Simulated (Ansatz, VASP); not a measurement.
# One calculation of TiCrC4N4, two programs

```
Ti Cr C N
1.0
     6.03535    0.00000    0.00000
     0.00000    6.03535    0.00000
     0.00000    0.00000    6.03535
Ti Cr C N
1 1 4 4
Direct
  0.00000 0.00000 0.00000
  0.50000 0.50000 0.50000
  0.20038 0.20038 0.20038
  0.20038 0.79962 0.79962
  0.79962 0.20038 0.79962
  0.79962 0.79962 0.20038
  0.31338 0.31338 0.31338
  0.31338 0.68662 0.68662
  0.68662 0.31338 0.68662
  0.68662 0.68662 0.31338
```

Alike in both runs: functional PBE; k mesh 4 × 4 × 4; occupations gaussian, width 0.1 eV; collinear spin.

Ansatz relaxed the structure, and its values are those at the end. VASP's run is a single point on that final structure, the one shown.

|  | VASP | Ansatz |
| --- | --- | --- |
| version | VASP 6.6.1 | Ansatz 0.2.0 |
| potentials or method | VASP PAW PBE potentials, release 64 (Ti_sv, Cr_pv, C, N), cutoff 520 eV | scalar-relativistic, plane waves, PAW |
| valence electrons in the cell | 60 | 62 |

|  | VASP | Ansatz | Ansatz less VASP |
| --- | --- | --- | --- |
| gap on the k mesh at the Fermi level (eV) | none | none | - |
| pressure (GPa) | -2.1 | 0.1 | +2.23 |
| rms of the force components (eV/Å) | 0.775 | 0.006 | -0.7687 |
| net moment per atom (μB) | 0.22 | 0.28 | +0.067 |
| size of the moment on the site where the two differ most (μB) | 0.84 | 2.52 | +1.682 |

Site moments also hang on the region over which each program counts them. A gap of «none» marks a metal or a gap that the smearing closes. VASP's potentials hold 60 valence electrons a cell and Ansatz's 62, so a difference there can come from the potentials and not from the codes. Ansatz's warnings: seeded moment not kept.

Noted on VASP's run: the standard files for N, O and F lose accuracy on very short bonds.
